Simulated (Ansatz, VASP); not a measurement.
HF in VASP and in Ansatz

```
F H
1.0
     6.47922    0.00000    0.00000
     0.00000    6.47922    0.00000
     0.00000    0.00000    6.47922
F H
10 10
Cartesian
  2.2831 3.7400 4.6942
  4.4013 2.4320 4.6885
  5.3436 3.9658 -0.0970
  2.6114 0.9542 2.8977
  2.4129 1.9707 7.1301
  3.2013 5.1778 6.4853
  0.5159 0.6961 6.0945
  4.1953 5.7638 3.6642
  5.1689 0.8770 1.4646
  6.5356 6.1932 4.0077
  3.0582 3.1553 4.5634
  4.8751 2.9644 5.3609
  4.5341 4.5017 0.0592
  2.6285 1.3218 1.9883
  1.7320 1.4891 6.6398
  2.7426 4.6803 5.7675
  0.3202 0.2808 5.1771
  3.6209 6.4660 3.2660
  5.8049 0.7776 0.7679
  5.5620 6.0746 3.8084
```

Alike in both runs: functional PBE; dispersion D3(BJ); k mesh 1 × 1 × 1; occupations fermi-dirac, width 0.02 eV; no spin polarisation.

Ansatz relaxed the structure, and its values are those at the end. VASP's run is a single point on that final structure, the one shown.

|  | VASP | Ansatz |
| --- | --- | --- |
| version | VASP 6.6.1 | Ansatz 0.2.0 |
| potentials or method | VASP PAW PBE potentials, release 64 (F_h, H_h), cutoff 1010 eV | scalar-relativistic, plane waves, PAW |
| valence electrons in the cell | 80 | 80 |

|  | VASP | Ansatz | Ansatz less VASP |
| --- | --- | --- | --- |
| gap on the k mesh at the Fermi level (eV) | 7.09 | 7.09 | +0.005 |
| rms of the force components (eV/Å) | 0.035 | 0.035 | +0.0001 |

Ansatz's warnings: xc potential rough in thin density.
